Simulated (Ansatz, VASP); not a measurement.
**One calculation of Ba2Tl5V3O12, two programs**

```
Ba V Tl O
1.0
     4.23698    2.44622    6.12840
    -4.23698    2.44622    6.12840
     0.00000   -4.89244    6.12840
Ba V Tl O
2 3 5 12
Direct
  0.50000 0.50000 0.50000
  0.00000 0.00000 0.00000
  0.50000 0.50000 0.00000
  0.00000 0.50000 0.50000
  0.50000 0.00000 0.50000
  0.00000 0.00000 0.50000
  0.50000 0.00000 0.00000
  0.00000 0.50000 0.00000
  0.74045 0.74045 0.74045
  0.25955 0.25955 0.25955
  0.71652 0.08089 0.41242
  0.41242 0.71652 0.08089
  0.08089 0.41242 0.71652
  0.58757 0.91911 0.28348
  0.91911 0.28348 0.58757
  0.28348 0.58757 0.91911
  0.28348 0.91911 0.58757
  0.58757 0.28348 0.91911
  0.91911 0.58757 0.28348
  0.41242 0.08089 0.71652
  0.08089 0.71652 0.41242
  0.71652 0.41242 0.08089
```

Alike in both runs: functional PBE; k mesh 4 × 4 × 4; occupations fermi-dirac, width 0.05 eV; collinear spin; Hubbard terms V d U = 4.0 eV.

```csv
,VASP,Ansatz
version,VASP 6.6.1,Ansatz 0.2.0
potentials or method,"VASP PAW PBE potentials, release 64 (Ba_sv, V_sv, Tl_d, O)",Ansatz PAW
plane-wave cutoff (eV),600,420
valence electrons in the cell,196,196
task,single point,projected density of states
```

|  | VASP | Ansatz | Ansatz less VASP |
| --- | --- | --- | --- |
| gap on the k mesh at the Fermi level (eV) | none | none | - |
| pressure (GPa) | 2.0 | 1.1 | -0.84 |
| traceless stress, the component that is largest in VASP (GPa) | 0.70 | 0.34 | -0.362 |
| rms of the force components (eV/Å) | 0.269 | 0.181 | -0.0879 |
| net moment per atom (μB) | 0.06 | 0.07 | +0.005 |
| size of the moment on the site where the two differ most (μB) | 0.64 | 0.53 | -0.114 |

Site moments also hang on the region over which each program counts them. The programs project onto different local orbitals, so the same U acts differently, and such runs can settle in different states. Atom by atom the forces differ by 0.094 eV/Å (rms over components). A gap of «none» marks a metal or a gap that the smearing closes.

Neither program's run includes spin-orbit coupling. Noted on Ansatz's run: the magnetic or orbital state may not be the lowest.
